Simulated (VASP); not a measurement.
The system is Ta.

```xyz
3
Lattice="4.6735 0.0000 0.0000 -2.3368 4.0474 0.0000 0.0000 0.0000 2.8649" Properties=species:S:1:pos:R:3 pbc="T T T"
Ta    0.0000    0.0000    0.0000
Ta    0.0000    2.6983    1.4324
Ta    2.3368    1.3491    1.4324
```

This isn't the form of Ta at room conditions, which is bcc.

```yaml
Program: VASP 6.6.1
Task: relaxation of cell and atoms
Functional: r2SCAN
Potentials_or_basis: VASP PAW PBE potentials, release 64 (Ta_pv)
Cutoff: 600 eV
k_mesh: 8 × 8 × 11
Occupations: fermi-dirac, width 0.1 eV
Spin: no spin polarisation
```

At the start: pressure 4.5 GPa; volume 18.06 Å³/atom.

**Question.** Where does the relaxation end?

**Answer.** Over 9 steps the energy falls by 108.2 meV/atom and the volume is 18.47 Å³/atom (+2.3 %); space group P6/mmm (No. 191, to 0.1 Å) before and after.

The path:
```csv
step,energy change (eV),largest force (eV/Å),pressure (GPa),volume (Å³)
1,0.0000,0.0000,4.51,54.19
2,-0.1408,0.0000,-6.26,57.85
3,-0.3129,0.0000,-3.36,56.41
4,-0.3129,0.0000,-3.25,56.37
5,-0.2807,0.0000,6.29,53.80
6,-0.3245,0.0000,-0.21,55.49
7,-0.3245,0.0000,-0.16,55.47
8,-0.3245,0.0000,0.11,55.38
9,-0.3246,0.0000,0.01,55.42
```

Final structure:
```
Ta
1.0
     4.85506    0.00000    0.00000
    -2.42753    4.20460    0.00000
     0.00000    0.00000    2.71492
Ta
3
Direct
  0.00000 0.00000 0.00000
  0.33333 0.66667 0.50000
  0.66667 0.33333 0.50000
```

Caveat: the PAW data sets were made with another functional, which shifts forces and pressure a little.
